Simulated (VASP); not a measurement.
## K: single point with LDA

K:

```
K
1.0
    -2.61800    2.61800    2.61800
     2.61800   -2.61800    2.61800
     2.61800    2.61800   -2.61800
K
1
Direct
  0.00000 0.00000 0.00000
```

| Property | Result |
| --- | --- |
| Program | VASP 6.6.1 |
| Task | single point |
| Functional | LDA |
| Potentials or basis | VASP PAW LDA potentials, release 64 (K_sv) |
| Cutoff | 500 eV |
| k mesh | 6 × 6 × 6 |
| Occupations | gaussian, width 0.1 eV |
| Spin | no spin polarisation |

The pressure is -0.4 GPa.

Levels at points of the mesh, in eV from the Fermi level:
| k point | band 1 | band 2 | band 3 | band 4 | band 5 | band 6 | band 7 | band 8 | band 9 |
| --- | --- | --- | --- | --- | --- | --- | --- | --- | --- |
| (0.00, 0.00, 0.00) | -31.82 | -15.50 | -15.50 | -15.50 | -2.22 | 4.16 | 4.16 | 4.16 | 5.11 |
| (0.50, 0.00, 0.00) | -31.82 | -15.58 | -15.53 | -15.50 | 0.38 | 0.72 | 3.07 | 4.76 | 5.60 |
| (0.50, 0.50, 0.50) | -31.82 | -15.56 | -15.56 | -15.56 | 1.64 | 1.64 | 3.50 | 3.50 | 3.50 |

Run time: 7.3 s on 1 thread of Intel(R) Xeon(R) Platinum 8488C (Sapphire Rapids) (shared host), peak memory 0.16 GiB.
